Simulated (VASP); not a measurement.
Write the native input for VASP 6.6.1 that does the following.

| Item | Value |
| --- | --- |
| Task | single point |
| Functional | r2SCAN |
| Potentials or basis | VASP PAW PBE potentials, release 64 (B, N) |
| Cutoff | 520 eV |
| k mesh | 15 × 15 × 15 |
| Occupations | fermi-dirac, width 0.08 eV |
| Spin | no spin polarisation |
| Dipole correction | no |
| Further INCAR settings | ALGO = Normal; EDIFF = 1e-06; NBANDS = 11 |

Crystal: BN (zincblende type).

```xyz
2
Lattice="0.0000 1.8048 1.8048 1.8048 0.0000 1.8048 1.8048 1.8048 0.0000" Properties=species:S:1:pos:R:3 pbc="T T T"
B     0.0000    0.0000    0.0000
N     0.9024    0.9024    0.9024
```

One way to write it, as run:

POSCAR

```
BN
1.0
    0.0000000000      1.8048005125      1.8048005125
    1.8048005125      0.0000000000      1.8048005125
    1.8048005125      1.8048005125      0.0000000000
B N
1 1
Direct
    0.0000000000      0.0000000000      0.0000000000
    0.2500000000      0.2500000000      0.2500000000
```

INCAR.step1

```
SYSTEM = BN
PREC = Accurate ; ENCUT = 520
ISMEAR = -1 ; SIGMA = 0.08
LREAL = .FALSE. ; LASPH = .TRUE.
NELM = 60 ; NBANDS = 11
GGA = PE ; ALGO = Normal
EDIFF = 1E-4 ; LWAVE = .TRUE.
LCHARG = .FALSE.
```

INCAR.step2

```
SYSTEM = BN
PREC = Accurate ; ENCUT = 520
EDIFF = 1E-6 ; ISMEAR = -1
SIGMA = 0.08 ; LREAL = .FALSE.
LASPH = .TRUE. ; NELM = 60
ALGO = Normal ; ISIF = 2
LWAVE = .FALSE. ; LCHARG = .TRUE.
METAGGA = R2SCAN ; LMIXTAU = .TRUE.
LELF = .TRUE. ; LVHAR = .TRUE.
NBANDS = 11 ; ISTART = 1
```

KPOINTS

```
regular mesh
0
G
  15 15 15
  0 0 0
```

Potentials or basis: VASP PAW PBE potentials, release 64 (B, N).

Command:

```console
$ cat potpaw_PBE.64/B/POTCAR potpaw_PBE.64/N/POTCAR > POTCAR
$ cp INCAR.step1 INCAR
$ mpirun -np 1 vasp_std > vasp.out
$ cp INCAR.step2 INCAR
$ mpirun -np 1 vasp_std > vasp.out
```

Results of the run:

| Quantity | Value |
| --- | --- |
| Pressure | 1.2 GPa |
| Band gap on the k mesh | 5.04 eV (least direct gap 9.55 eV) |

Caveat: the PAW data sets were made with another functional, which shifts forces and pressure a little; an odd mesh through Γ misses points on the zone boundary, where band edges can lie.

Wall time 110 s on 1 thread of Intel Xeon 8259CL, on a shared host, peak memory 0.13 GiB.
